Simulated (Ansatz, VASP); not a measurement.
## MgS: VASP beside Ansatz

```xyz
16
Lattice="4.0492 0.0000 0.0000 -2.0246 3.5067 0.0000 0.0000 0.0000 26.0502" Properties=species:S:1:pos:R:3 pbc="T T T"
Mg    0.0000    0.0000   -0.0236
Mg    0.0000    2.3378    3.2502
Mg    0.0000    0.0000    6.5004
Mg    0.0000    2.3378    9.7517
Mg    0.0000    0.0000   13.0016
Mg    2.0246    1.1689   16.2753
Mg    0.0000    0.0000   19.5256
Mg    2.0246    1.1689   22.7768
S     0.0000    0.0000    2.4550
S     0.0000    2.3378    5.7190
S     0.0000    0.0000    8.9702
S     0.0000    2.3378   12.2213
S     0.0000    0.0000   15.4801
S     2.0246    1.1689   18.7441
S     0.0000    0.0000   21.9953
S     2.0246    1.1689   25.2464
```

Alike in both runs: functional PBE; k mesh 9 × 9 × 1; occupations gaussian, width 0.02 eV; no spin polarisation.

Ansatz relaxed the structure, and its values are those at the end. VASP's run is a single point on that final structure, the one shown.

|  | VASP | Ansatz |
| --- | --- | --- |
| version | VASP 6.6.1 | Ansatz 0.2.0 |
| potentials or method | VASP PAW PBE potentials, release 64 (Mg, S), cutoff 520 eV | scalar-relativistic, plane waves, PAW |
| valence electrons in the cell | 64 | 128 |

Ansatz gave:

| Quantity | Value |
| --- | --- |
| gap on the k mesh at the Fermi level (eV) | 3.37 |
| least direct gap on the mesh (eV) | 3.37 |
| pressure (GPa) | 0.0 |

Task: What did VASP give for the same quantities?

Result: gap on the k mesh at the Fermi level (eV): 3.36; least direct gap on the mesh (eV): 3.36; pressure (GPa): -0.2.

VASP's potentials hold 64 valence electrons a cell and Ansatz's 128, so a difference there can come from the potentials and not from the codes.
